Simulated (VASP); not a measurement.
Input of a VASP 6.6.1 run:

INCAR

```
PREC = Accurate
ENCUT = 520
EDIFF = 1E-6
ISMEAR = -1
SIGMA = 0.1
LREAL = False
LASPH = True
NELM = 100
ALGO = Normal
ISIF = 2
LWAVE = False
LCHARG = False
GGA = RP
NBANDS = 12
```

KPOINTS

```
Automatic mesh
0
Gamma
  13 13 13
```

Contents of POSCAR:

```
Ga
1.0
   -1.7075845618      1.7075845618      1.7075845618
    1.7075845618     -1.7075845618      1.7075845618
    1.7075845618      1.7075845618     -1.7075845618
Ga
1
Direct
    0.0000000000      0.0000000000      0.0000000000
```

Potentials or basis: VASP PAW PBE potentials, release 64 (Ga_d).

Run with:

```sh
$ cat potpaw_PBE.64/Ga_d/POTCAR > POTCAR
$ mpirun -np 1 vasp_std > vasp.out
```

What does it give for the pressure?

0.1 GPa.

Caveat: the PAW data sets were made with another functional, which shifts forces and pressure a little.
